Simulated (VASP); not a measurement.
The system is Cu3Sb2.

```xyz
5
Lattice="4.7635 0.0000 0.0000 -2.3817 4.1253 0.0000 0.0000 0.0000 5.4537" Properties=species:S:1:pos:R:3 pbc="T T T"
Cu    0.0000    2.7502    0.0000
Cu    2.3817    1.3751    0.0000
Cu    0.0000    0.0000    0.0000
Sb    0.0000    2.7502    2.7269
Sb    2.3817    1.3751    2.7269
```

```yaml
Program: VASP 6.6.1
Task: relaxation of cell and atoms
Functional: PBE
Potentials_or_basis: VASP PAW PBE potentials, release 64 (Cu, Sb)
Cutoff: 600 eV
k_mesh: 6 × 6 × 4
Occupations: gaussian, width 0.1 eV
Spin: no spin polarisation
```

At the start: pressure 1.5 GPa; volume 21.43 Å³/atom.

Problem. Where does the relaxation end?

Solution. Over 5 steps the energy falls by 17.0 meV/atom and the volume is 21.80 Å³/atom (+1.7 %); space group P6/mmm (No. 191, to 0.05 Å).

The path:
| step | energy change (eV) | largest force (eV/Å) | pressure (GPa) | volume (Å³) |
| --- | --- | --- | --- | --- |
| 1 | 0.0000 | 0.0000 | 1.46 | 107.17 |
| 2 | -0.0785 | 0.0000 | -0.54 | 110.17 |
| 3 | -0.0801 | 0.0000 | -1.00 | 110.65 |
| 4 | -0.0800 | 0.0000 | -0.76 | 110.56 |
| 5 | -0.0852 | 0.0000 | 0.07 | 109.01 |

Final structure:
```yaml
crystal:
  lattice:
    - [4.87937, 0.00000, 0.00000]
    - [-2.43968, 4.22566, 0.00000]
    - [0.00000, 0.00000, 5.28705]
  atoms:
    - { symbol: Cu, position: [0.33333, 0.66667, 0.00000] }
    - { symbol: Cu, position: [0.66667, 0.33333, 0.00000] }
    - { symbol: Cu, position: [0.00000, 0.00000, 0.00000] }
    - { symbol: Sb, position: [0.33333, 0.66667, 0.50000] }
    - { symbol: Sb, position: [0.66667, 0.33333, 0.50000] }
```
